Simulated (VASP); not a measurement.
# B (Cm) in VASP: further runs, part 3 of 3

VASP 6.6.1. The steps go on from the part before.

## Step 5: Single point, PBE

The input, INCAR:

```
PREC = Accurate
ENCUT = 520
EDIFF = 1E-7
ISMEAR = 0
SIGMA = 0.1
LREAL = F
LASPH = T
NELM = 60
ALGO = Normal
ISIF = 2
LWAVE = F
LCHARG = F
GGA = PE
NBANDS = 18
```

The input, KPOINTS:

```
Automatic mesh
0
Gamma
  14 14 8
```

The input, POSCAR:

```
B
1.0
    1.7534188331     -2.3055683620     -0.0014316931
    1.7534188331      2.3055683620     -0.0014316931
   -0.8320061867      0.0000000000      5.3093926412
B
6
Direct
    0.6754284309      0.2832861037      0.8870164602
    0.5084912970      0.1030364653      0.1986978425
    0.2832861037      0.6754284309      0.8870164602
    0.0479317953      0.0479317953      0.3814110484
    0.1317021149      0.1317021149      0.6971742763
    0.1030364653      0.5084912970      0.1986978425
```

Command:

```
> cat potpaw_PBE.64/B/POTCAR > POTCAR
> mpirun -np 1 vasp_std > vasp.out
```

Wall time 2 min (1 thread of Intel Xeon Platinum 8559C (Emerald Rapids), shared host); peak memory 0.33 GiB.

It converged, with:

| Item | Value |
| --- | --- |
| Free energy | -38.8592 eV |
| Pressure | 0.0 GPa |
| Largest force | 0.011 eV/Å |
| Band gap on the k mesh | zero (band 9 reaches 8.99 eV, above the bottom of band 10 at 4.00 eV) |

Forces in eV/Å, atoms in the order of the input:
```
B    0.003 -0.006  0.002
B    0.002 -0.004 -0.002
B    0.003  0.006  0.002
B   -0.004  0.000  0.010
B   -0.007  0.000 -0.009
B    0.002  0.004 -0.002
```

Stress tensor (GPa, compression positive):
```
0.01 0.00 0.01
0.00 0.09 0.00
0.01 0.00 0.00
```

Levels at points of the mesh, in eV from the Fermi level:
| k point | band 7 | band 8 | band 9 | band 10 | band 11 | band 12 |
| --- | --- | --- | --- | --- | --- | --- |
| (0.00, 0.00, 0.00) | -1.32 | -0.90 | 2.37 | 4.04 | 4.51 | 4.60 |
| (0.50, 0.00, 0.00) | -3.54 | -1.41 | -0.04 | 2.43 | 3.98 | 5.53 |
| (0.50, 0.50, 0.00) | -5.13 | -3.98 | -3.40 | -1.66 | 2.64 | 4.03 |
| (0.00, 0.00, 0.50) | -1.56 | -1.35 | 2.79 | 3.33 | 4.06 | 5.24 |
| (0.50, 0.00, 0.50) | -2.72 | -2.52 | -1.30 | 2.08 | 3.31 | 3.93 |
| (0.50, 0.50, 0.50) | -3.64 | -3.34 | -2.51 | -1.82 | 2.00 | 3.79 |

## Step 6: Relaxation of cell and atoms, PBE

This run uses another cell than the first one, of 7.14 Å³/atom, 0.997 times its volume.

The input, INCAR:

```
PREC = Accurate ; ENCUT = 600
EDIFF = 1E-6 ; ISMEAR = 0
SIGMA = 0.1 ; LREAL = F
LASPH = T ; NELM = 60
ALGO = Normal ; ISIF = 3
LWAVE = F ; LCHARG = F
GGA = PE ; IBRION = 2
NSW = 100 ; EDIFFG = -0.01
```

The input, KPOINTS:

```
regular mesh
0
Gamma
  14 14 8
```

The input, POSCAR:

```
B
1.0
    1.7411699811     -2.3215303287      0.0000000000
    1.7411699811      2.3215303287      0.0000000000
   -0.8218648623      0.0000000000      5.3020221038
B
6
Direct
    0.6750187706      0.2857562946      0.8869560955
    0.5084399473      0.1050480454      0.1990212785
    0.2857562946      0.6750187706      0.8869560955
    0.0450970863      0.0450970863      0.3814325552
    0.1305160628      0.1305160628      0.6966266270
    0.1050480454      0.5084399473      0.1990212785
```

Potentials or basis: VASP PAW PBE potentials, release 64 (B).

Command:

```
> cat potpaw_PBE.64/B/POTCAR > POTCAR
> mpirun -np 1 vasp_std > vasp.out
```

Run time: 14 min. Hardware: 1 thread of Oxide Virtual Turin-like, shared host; peak memory 0.31 GiB.

Results (log left out):

* Free energy: -38.8646 eV
* Relaxed volume: 7.15 Å³/atom
* Relaxed cell: a = 2.897 Å, b = 2.897 Å, c = 5.373 Å, α = 95.40°, β = 95.40°, γ = 105.51°
* Space group after relaxing (to 0.05 Å): Cm (No. 8)
* Energy gained by relaxing: 0.6 meV/atom
* Ionic steps: 9
* Pressure after relaxing: 0.0 GPa
* Largest force after relaxing: 0.010 eV/Å
* Band gap on the k mesh: zero (band 9 reaches 8.99 eV, above the bottom of band 10 at 4.01 eV)

Forces in eV/Å, atoms in the order of the input:
```
B   -0.002  0.009  0.000
B    0.003 -0.009 -0.003
B   -0.002 -0.009  0.000
B   -0.004  0.000  0.002
B    0.002  0.000  0.003
B    0.003  0.009 -0.003
```

Stress tensor (GPa, compression positive):
```
-0.03  0.00 -0.02
 0.00 -0.07  0.00
-0.02  0.00  0.08
```

The path:
| step | energy change (eV) | largest force (eV/Å) | pressure (GPa) | volume (Å³) |
| --- | --- | --- | --- | --- |
| 1 | 0.0000 | 0.0747 | 0.15 | 42.86 |
| 2 | -0.0020 | 0.1109 | 0.00 | 42.90 |
| 3 | -0.0020 | 0.1075 | 0.00 | 42.90 |
| 4 | -0.0029 | 0.0874 | -0.17 | 42.92 |
| 5 | -0.0029 | 0.0663 | -0.15 | 42.92 |
| 6 | -0.0033 | 0.0361 | 0.09 | 42.89 |
| 7 | -0.0033 | 0.0351 | 0.14 | 42.88 |
| 8 | -0.0034 | 0.0113 | 0.03 | 42.91 |
| 9 | -0.0035 | 0.0097 | 0.00 | 42.92 |

Final structure:
```cif
data_structure
_symmetry_space_group_name_H-M 'P 1'
_symmetry_Int_Tables_number 1
_cell_length_a 2.8970
_cell_length_b 2.8970
_cell_length_c 5.3730
_cell_angle_alpha 95.402
_cell_angle_beta 95.402
_cell_angle_gamma 105.515
_cell_volume 42.92
loop_
_atom_site_label
_atom_site_type_symbol
_atom_site_fract_x
_atom_site_fract_y
_atom_site_fract_z
_atom_site_occupancy
B1 B 0.67557 0.28327 0.88697 1
B2 B 0.50840 0.10316 0.19873 1
B3 B 0.28327 0.67557 0.88697 1
B4 B 0.04785 0.04785 0.38146 1
B5 B 0.13162 0.13162 0.69715 1
B6 B 0.10316 0.50840 0.19873 1
```

Levels at points of the mesh, in eV from the Fermi level:
```tsv
k point	band 7	band 8	band 9	band 10	band 11	band 12
(0.00, 0.00, 0.00)	-1.32	-0.90	2.37	4.03	4.51	4.60
(0.50, 0.00, 0.00)	-3.54	-1.42	-0.04	2.43	3.98	5.53
(0.50, 0.50, 0.00)	-5.14	-3.98	-3.40	-1.66	2.64	4.03
(0.00, 0.00, 0.50)	-1.56	-1.35	2.78	3.32	4.06	5.23
(0.50, 0.00, 0.50)	-2.72	-2.52	-1.30	2.08	3.31	3.92
(0.50, 0.50, 0.50)	-3.64	-3.34	-2.51	-1.81	2.00	3.79
```

## Step 7: Overview

| task | cell | k mesh | cutoff (eV) | gap on the mesh (eV) | pressure (GPa) | relaxed volume (Å³/atom) | largest force (eV/Å) |
| --- | --- | --- | --- | --- | --- | --- | --- |
| single point | a = 2.895, b = 2.895, c = 5.364 Å, angles 95.5, 95.5, 104.4°, 6 atoms | 6 × 6 × 4 | 520 | none | -0.2 | - | 0.10 |
| single point | a = 2.902, b = 2.902, c = 5.365 Å, angles 95.3, 95.3, 106.3°, 6 atoms | 6 × 6 × 4 | 520 | none | 0.0 | - | 0.01 |
| relaxation of cell and atoms | relaxed from a = 2.895, b = 2.895, c = 5.364 Å, angles 95.5, 95.5, 104.4°, 6 atoms | 6 × 6 × 4 | 600 | none | -0.1 | 7.15 | 0.04 |
| single point | a = 2.897, b = 2.897, c = 5.374 Å, angles 95.4, 95.4, 105.5°, 6 atoms | 14 × 14 × 8 | 520 | none | 0.0 | - | 0.01 |
| relaxation of cell and atoms | relaxed from a = 2.902, b = 2.902, c = 5.365 Å, angles 95.3, 95.3, 106.3°, 6 atoms | 14 × 14 × 8 | 600 | none | 0.0 | 7.15 | 0.01 |

Alike in all rows: level PBE; potentials or basis VASP PAW PBE potentials, release 64 (B); no spin polarisation; smearing gaussian 0.1 eV.

Caveats: some runs use coarse meshes.

Total energies depend on the potentials used, so only differences within one code and one set of settings carry meaning.
